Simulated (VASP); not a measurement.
# ReSb (zincblende type) (F-43m) in VASP: notebook

ReSb (zincblende type) is run at these levels: PBE; tasks: single point.

All numbers are computed with VASP 6.6.1; they aren't measurements. Logs are shortened: lines on timing, memory, paths and dates and some standing lists are left out, and cuts for length are marked.

## (1) The cell of the first run

Symmetry: F-43m, No. 216, cubic system. Conventional cell: a = 5.861 Å, b = 5.861 Å, c = 5.861 Å, α = 90.00°, β = 90.00°, γ = 90.00°. Within 3.3 Å of Re (site symmetry -43m) lie 4 Sb at 2.54 Å. Sb (site symmetry -43m) has 4 Re at 2.54 Å within 3.3 Å.

## (2) Single point, PBE (25.17 Å³/atom)

Input file INCAR:

```
SYSTEM = ReSb
  PREC = Accurate
  ENCUT = 520
  EDIFF = 1E-6
  ISMEAR = -1
  SIGMA = 0.08
  LREAL = .FALSE.
  LASPH = .TRUE.
  NELM = 60
  ALGO = Normal
  ISIF = 2
  LWAVE = .FALSE.
  LCHARG = .TRUE.
  GGA = PE
  LELF = .TRUE.
  LVHAR = .TRUE.
  NBANDS = 13
```

Input file KPOINTS:

```
regular mesh
0
G
  12 12 12
  0 0 0
```

Input file POSCAR:

```
ReSb
1.0
    0.0000000000      2.9306637727      2.9306637727
    2.9306637727      0.0000000000      2.9306637727
    2.9306637727      2.9306637727      0.0000000000
Re Sb
1 1
Direct
    0.0000000000      0.0000000000      0.0000000000
    0.2500000000      0.2500000000      0.2500000000
```

Potentials or basis: VASP PAW PBE potentials, release 64 (Re, Sb).

Started as:

```bash
cat potpaw_PBE.64/Re/POTCAR potpaw_PBE.64/Sb/POTCAR > POTCAR
mpirun -np 1 vasp_std > vasp.out
```

OUTCAR:

```text
SYSTEM = ReSb
   PREC = Accurate
   ENCUT = 520
   EDIFF = 1E-6
   ISMEAR = -1
   LREAL = .FALSE.
   LASPH = .TRUE.
   NELM = 60
   ISIF = 2
   GGA = PE

 ion  position               nearest neighbor table
   1  0.000  0.000  0.000-   2 2.54   2 2.54   2 2.54   2 2.54
   2  0.250  0.250  0.250-   1 2.54   1 2.54   1 2.54   1 2.54

  LATTYP: Found a face centered cubic cell.
 ALAT       =     5.8613275454

  Lattice vectors:

 A1 = (   0.0000000000,   2.9306637727,   2.9306637727)
 A2 = (   2.9306637727,   0.0000000000,   2.9306637727)
 A3 = (   2.9306637727,   2.9306637727,   0.0000000000)

Analysis of symmetry for initial positions (statically):
=====================================================================
 Subroutine PRICEL returns:
 Original cell was already a primitive cell.

 Routine SETGRP: Setting up the symmetry group for a
 face centered cubic supercell.

 Subroutine GETGRP returns: Found 24 space group operations
 (whereof 24 operations were pure point group operations)
 out of a pool of 48 trial point group operations.

The static configuration has the point symmetry T_d .

Analysis of symmetry for dynamics (positions and initial velocities):
=====================================================================
 Subroutine PRICEL returns:
 Original cell was already a primitive cell.

 Routine SETGRP: Setting up the symmetry group for a
 face centered cubic supercell.

 Subroutine GETGRP returns: Found 24 space group operations
 (whereof 24 operations were pure point group operations)
 out of a pool of 48 trial point group operations.

The dynamic configuration has the point symmetry T_d .

 Subroutine INISYM returns: Found 24 space group operations
 (whereof 24 operations are pure point group operations),
 and found     1 'primitive' translations

----------------------------------------------------------------------------------------

                                     Primitive cell

  volume of cell :      50.3417

  direct lattice vectors                    reciprocal lattice vectors
     0.000000000  2.930663773  2.930663773    -0.170609814  0.170609814  0.170609814
     2.930663773  0.000000000  2.930663773     0.170609814 -0.170609814  0.170609814
     2.930663773  2.930663773  0.000000000     0.170609814  0.170609814 -0.170609814

  length of vectors
     4.144584454  4.144584454  4.144584454     0.295504865  0.295504865  0.295504865

  position of ions in fractional coordinates (direct lattice)
     0.000000000  0.000000000  0.000000000
[... 87 lines left out ...]
   TEBEG  =    0.0;   TEEND  =   0.0 temperature during run
   PSTRESS=    0.0 pullay stress
   NELECT =      12.0000    total number of electrons
   NUPDOWN=      -1.0000    fix difference up-down
   EMIN   =  10.00;   EMAX   =-10.00  energy-range for DOS
   EFERMI =   0.00;   METHOD = LEGACY
   ISMEAR =    -1;   SIGMA  =   0.08  broadening in eV -4-tet -1-fermi 0-gaus
   EFERMI_NEDOS =   21; number of points for ismear=-14 and -15
   IALGO  =     38    algorithm
   IMIX   =      4    mixing-type and parameters
     AMIX     =   0.40;   BMIX     =  1.00
     AMIX_MAG =   1.60;   BMIX_MAG =  1.00
  volume/ion in A,a.u.               =      25.17       169.86
  Fermi-wavevector in a.u.,A,eV,Ry     =   1.015062  1.918189 14.018776  1.030351
  Thomas-Fermi vector in A             =   2.148326
   LORBIT       =      0    0 simple, 1 ext, 2 COOP (PROOUT), +10 PAW based schemes
   GGA     = PE    functional components
   LHFCALC =     F    Hartree Fock is set to
   AEXX    =    0.0000 exact exchange contribution
   IVDW    =     0    specifies the selected vdW correction
   LEPSILON=     F    determine dielectric tensor
   LRPA    =     F    only Hartree local field effects (RPA)
 non-spin polarized calculation
  energy-cutoff  :      520.00
  volume of cell :       50.34
 maximum number of plane-waves:      1380
   NGX = 15   NGY = 15   NGZ = 15

 number of electron      12.0000000 magnetization

 Free energy of the ion-electron system (eV)
  ---------------------------------------------------
  ext. energy  EPLUGINS =         0.00000000
  ---------------------------------------------------
  free energy    TOTEN  =       -13.51359671 eV

  energy without entropy =      -13.43617060  energy(sigma->0) =      -13.47488365

 E-fermi :   5.4266     XC(G=0): -10.2588

 val. band max:        5.4230445815   @ k =   0.5000   0.4167   0.0000
 cond. band min:       5.4271217913   @ k =  -0.4167   0.5000   0.0833
 fundamental gap:      0.0040772098
 Fermi energy:         5.4265801202

 k-point     1 :       0.0000    0.0000    0.0000
  band No.  band energies     occupation
      1      -5.4939      2.00000
      2       2.3494      2.00000
      3       2.3494      2.00000
      4       2.3494      2.00000
      5       5.0585      1.98013
      6       5.0585      1.98013
      7       9.6675      0.00000
      8      11.9700      0.00000
      9      11.9700      0.00000
     10      11.9700      0.00000
     11      12.8229      0.00000
     12      12.8229      0.00000
     13      12.8229      0.00000
[... 354 lines left out ...]
  band No.  band energies     occupation
      1      -3.9097      2.00000
      2       1.2074      2.00000
      3       2.3758      2.00000
      4       2.8851      2.00000
      5       4.9424      1.99531
      6       5.1461      1.94173
      7       5.6367      0.13494
      8       7.9475      0.00000
      9       8.7490      0.00000
     10      11.4673      0.00000
     11      14.0472      0.00000
     12      15.0731      0.00000
     13      16.5589      0.00000

 [... further k-points ...]

------------------------ aborting loop because EDIFF is reached ----------------------------------------

  FORCE on cell =-STRESS in cart. coord.  units (eV):
  Direction    XX          YY          ZZ          XY          YZ          ZX
  --------------------------------------------------------------------------------------
  -------------------------------------------------------------------------------------
  Total        3.0763168      3.0763168      3.0763168      0.0000000     -0.0000000      0.0000000
  in kB       97.9069807     97.9069807     97.9069807      0.0000000     -0.0000000      0.0000000
  external PRESSURE =      97.9069807 kB  Pullay stress =       0.0000000 kB

 VOLUME and BASIS-vectors are now :
 -----------------------------------------------------------------------------
  energy-cutoff  :      520.00
  volume of cell :       50.34
      direct lattice vectors                 reciprocal lattice vectors
     0.000000000  2.930663773  2.930663773    -0.170609814  0.170609814  0.170609814
     2.930663773  0.000000000  2.930663773     0.170609814 -0.170609814  0.170609814
     2.930663773  2.930663773  0.000000000     0.170609814  0.170609814 -0.170609814

 POSITION                                       TOTAL-FORCE (eV/Angst)
 -----------------------------------------------------------------------------------
      0.00000      0.00000      0.00000         0.000000      0.000000      0.000000
      1.46533      1.46533      1.46533        -0.000000     -0.000000     -0.000000
 -----------------------------------------------------------------------------------
    total drift:                               -0.000000     -0.000000     -0.000000

  FREE ENERGIE OF THE ION-ELECTRON SYSTEM (eV)
  ---------------------------------------------------
  free  energy   TOTEN  =       -13.5135967058 eV

  energy  without entropy=      -13.4361706025  energy(sigma->0) =      -13.47488365
```

OSZICAR:

```text
N       E                     dE             d eps       ncg     rms          rms(c)
DAV:   1     0.343461961033E+02    0.34346E+02   -0.50063E+03  2928   0.872E+02
DAV:   2    -0.124021260503E+02   -0.46748E+02   -0.44124E+02  3121   0.175E+02
DAV:   3    -0.137898107373E+02   -0.13877E+01   -0.13714E+01  2598   0.342E+01
DAV:   4    -0.137995329006E+02   -0.97222E-02   -0.97051E-02  3003   0.246E+00
DAV:   5    -0.137998100584E+02   -0.27716E-03   -0.27715E-03  2668   0.420E-01    0.187E+01
DAV:   6    -0.135595608970E+02    0.24025E+00   -0.11135E+00  3168   0.203E+01    0.690E+00
DAV:   7    -0.135244669291E+02    0.35094E-01   -0.13696E-01  3133   0.658E+00    0.482E+00
DAV:   8    -0.135135058989E+02    0.10961E-01   -0.24324E-02  3143   0.269E+00    0.218E-01
DAV:   9    -0.135135319396E+02   -0.26041E-04   -0.72608E-04  3073   0.362E-01    0.137E-01
DAV:  10    -0.135135880859E+02   -0.56146E-04   -0.10735E-04  2746   0.102E-01    0.373E-02
DAV:  11    -0.135135954436E+02   -0.73577E-05   -0.10141E-05  2324   0.208E-02    0.783E-03
DAV:  12    -0.135135965288E+02   -0.10852E-05   -0.10259E-06  1946   0.115E-02    0.439E-03
DAV:  13    -0.135135967058E+02   -0.17705E-06   -0.18198E-07  1186   0.789E-03
   1 F= -.13513597E+02 E0= -.13474884E+02  d E =-.774261E-01
```

stdout:

```text
POSCAR found type information on POSCAR ReSb
 POSCAR found :  2 types and       2 ions
 scaLAPACK will be used
 LDA part: xc-table for (Slater+PW92), standard interpolation
 POSCAR, INCAR and KPOINTS ok, starting setup
 FFT: planning ... GRIDC
 FFT: planning ... GRID_SOFT
 FFT: planning ... GRID
 WAVECAR not read
 entering main loop
```

It took 72 s on 1 thread of Intel Xeon 8259CL, shared host; peak memory 0.21 GiB.

What came out:

```
Free energy            : -13.5136 eV
Pressure               : 9.8 GPa
Band gap on the k mesh : zero (bands 6 and 7 overlap by 0.09 eV)
```

Caveat: the cell stands under pressure; spin-orbit coupling is left out, which moves the levels of the heavy elements.

## (3) Single point, PBE

This run uses another cell than the first one, of 27.36 Å³/atom.

Input file INCAR:

```
SYSTEM = ReSb
PREC = Accurate
ENCUT = 520
EDIFF = 1E-6
ISMEAR = -1
SIGMA = 0.08
LREAL = .FALSE.
LASPH = .TRUE.
NELM = 100
ALGO = Normal
ISIF = 2
LWAVE = .FALSE.
LCHARG = .FALSE.
GGA = PE
NBANDS = 13
```

KPOINTS is that of step 2.

Input file POSCAR:

```
ReSb
1.0
    0.0000000000      3.0132607878      3.0132607878
    3.0132607878      0.0000000000      3.0132607878
    3.0132607878      3.0132607878      0.0000000000
Re Sb
1 1
Direct
    0.0000000000      0.0000000000      0.0000000000
    0.2500000000      0.2500000000      0.2500000000
```

Potentials or basis: VASP PAW PBE potentials, release 64 (Re, Sb).

Started as:

```bash
cat potpaw_PBE.64/Re/POTCAR potpaw_PBE.64/Sb/POTCAR > POTCAR
mpirun -np 1 vasp_std > vasp.out
```

OUTCAR:

```text
SYSTEM = ReSb
   PREC = Accurate
   ENCUT = 520
   EDIFF = 1E-6
   ISMEAR = -1
   LREAL = .FALSE.
   LASPH = .TRUE.
   NELM = 100
   ISIF = 2
   GGA = PE

 ion  position               nearest neighbor table
   1  0.000  0.000  0.000-   2 2.61   2 2.61   2 2.61   2 2.61
   2  0.250  0.250  0.250-   1 2.61   1 2.61   1 2.61   1 2.61

  LATTYP: Found a face centered cubic cell.
 ALAT       =     6.0265215756

  Lattice vectors:

[... 569 lines left out ...]

------------------------ aborting loop because EDIFF is reached ----------------------------------------

  FORCE on cell =-STRESS in cart. coord.  units (eV):
  Direction    XX          YY          ZZ          XY          YZ          ZX
  --------------------------------------------------------------------------------------
  -------------------------------------------------------------------------------------
  Total       -0.0304232     -0.0304232     -0.0304232     -0.0000000      0.0000000      0.0000000
  in kB       -0.8907913     -0.8907913     -0.8907913     -0.0000000      0.0000000      0.0000000
  external PRESSURE =      -0.8907913 kB  Pullay stress =       0.0000000 kB

 VOLUME and BASIS-vectors are now :
 -----------------------------------------------------------------------------
  energy-cutoff  :      520.00
  volume of cell :       54.72
      direct lattice vectors                 reciprocal lattice vectors
     0.000000000  3.013260788  3.013260788    -0.165933198  0.165933198  0.165933198
     3.013260788  0.000000000  3.013260788     0.165933198 -0.165933198  0.165933198
     3.013260788  3.013260788  0.000000000     0.165933198  0.165933198 -0.165933198

 POSITION                                       TOTAL-FORCE (eV/Angst)
 -----------------------------------------------------------------------------------
      0.00000      0.00000      0.00000        -0.000000     -0.000000     -0.000000
      1.50663      1.50663      1.50663         0.000000      0.000000      0.000000
 -----------------------------------------------------------------------------------
    total drift:                               -0.000000     -0.000000     -0.000000

  FREE ENERGIE OF THE ION-ELECTRON SYSTEM (eV)
  ---------------------------------------------------
  free  energy   TOTEN  =       -13.6369741546 eV

  energy  without entropy=      -13.5519044909  energy(sigma->0) =      -13.59443932
```

Wall time 57 s (1 thread of Intel Xeon 8259CL, shared host); peak memory 0.21 GiB.

What came out:

* Free energy: -13.6370 eV
* Pressure: -0.1 GPa
* Band gap on the k mesh: zero (bands 6 and 7 overlap by 0.12 eV)

Caveat: spin-orbit coupling is left out, which moves the levels of the heavy elements.

## (4) Single point, PBE

This run uses another cell than the first one, of 27.36 Å³/atom.

Input file INCAR:

```
PREC = Accurate ; ENCUT = 520
EDIFF = 1E-7 ; ISMEAR = -1
SIGMA = 0.08 ; LREAL = False
LASPH = True ; NELM = 80
ALGO = Normal ; ISIF = 2
LWAVE = False ; LCHARG = False
GGA = PE ; NBANDS = 13
```

Input file KPOINTS:

```
Automatic mesh
0
Gamma
  12 12 12
```

POSCAR is that of step 3.

Started as:

```bash
cat potpaw_PBE.64/Re/POTCAR potpaw_PBE.64/Sb/POTCAR > POTCAR
mpirun -np 1 vasp_std > vasp.out
```

It took 21 s on 1 thread of Intel Xeon Platinum 8488C (Sapphire Rapids), shared host; peak memory 0.21 GiB.

It converged, with:

| Property | Result |
| --- | --- |
| Free energy | -13.6370 eV |
| Pressure | -0.1 GPa |
| Band gap on the k mesh | zero (bands 6 and 7 overlap by 0.12 eV) |

Levels at points of the mesh, in eV from the Fermi level:
```csv
k point,band 3,band 4,band 5,band 6,band 7,band 8,band 9,band 10
"(0.00, 0.00, 0.00)",-2.85,-2.85,-0.33,-0.33,3.73,5.98,5.98,5.98
"(0.50, 0.00, 0.00)",-2.53,-2.53,-0.12,-0.12,-0.09,3.25,3.25,4.80
"(0.50, 0.50, 0.00)",-1.66,-1.66,-0.90,-0.26,0.06,0.95,0.95,6.46
```

Caveat: spin-orbit coupling is left out, which moves the levels of the heavy elements.

## (5) Single point, PBE

This run uses another cell than the first one, of 27.36 Å³/atom.

Input file INCAR:

```
SYSTEM = ReSb
PREC = Accurate
ENCUT = 520
EDIFF = 1E-7
ISMEAR = 0
SIGMA = 0.15
LREAL = .FALSE.
LASPH = .TRUE.
NELM = 80
ALGO = Normal
ISIF = 2
LWAVE = .FALSE.
LCHARG = .FALSE.
GGA = PE
NBANDS = 13
```

Input file KPOINTS:

```
regular mesh
0
G
  15 15 15
  0 0 0
```

POSCAR is that of step 4.

Started as:

```bash
cat potpaw_PBE.64/Re/POTCAR potpaw_PBE.64/Sb/POTCAR > POTCAR
mpirun -np 1 vasp_std > vasp.out
```

Run time: 34 s. Hardware: 1 thread of Intel Xeon Platinum 8488C (Sapphire Rapids), shared host; peak memory 0.24 GiB.

Results (log left out):

```
Free energy            : -13.6162 eV
Pressure               : -0.2 GPa
Band gap on the k mesh : zero (bands 6 and 7 overlap by 0.06 eV)
```

Levels at points of the mesh, in eV from the Fermi level:
```csv
k point,band 3,band 4,band 5,band 6,band 7,band 8,band 9,band 10
"(0.00, 0.00, 0.00)",-2.85,-2.85,-0.32,-0.32,3.73,5.99,5.99,5.99
```

Caveat: spin-orbit coupling is left out, which moves the levels of the heavy elements.

## (6) Overview

| cell | k mesh | smearing | gap on the mesh (eV) | pressure (GPa) |
| --- | --- | --- | --- | --- |
| a = 4.145 Å, angles 60.0°, 2 atoms | 12 × 12 × 12 | fermi-dirac 0.08 eV | none | 9.8 |
| a = 4.261 Å, angles 60.0°, 2 atoms | 12 × 12 × 12 | fermi-dirac 0.08 eV | none | -0.1 |
| a = 4.261 Å, angles 60.0°, 2 atoms | 15 × 15 × 15 | gaussian 0.15 eV | none | -0.2 |

Alike in all rows: task single point; level PBE; potentials or basis VASP PAW PBE potentials, release 64 (Re, Sb); no spin polarisation; cutoff (eV) 520.

Caveats: spin-orbit coupling is left out, which moves the levels of the heavy elements; the cell stands under pressure (at least some runs).

Absolute energies hang on the potentials; compare differences alone.
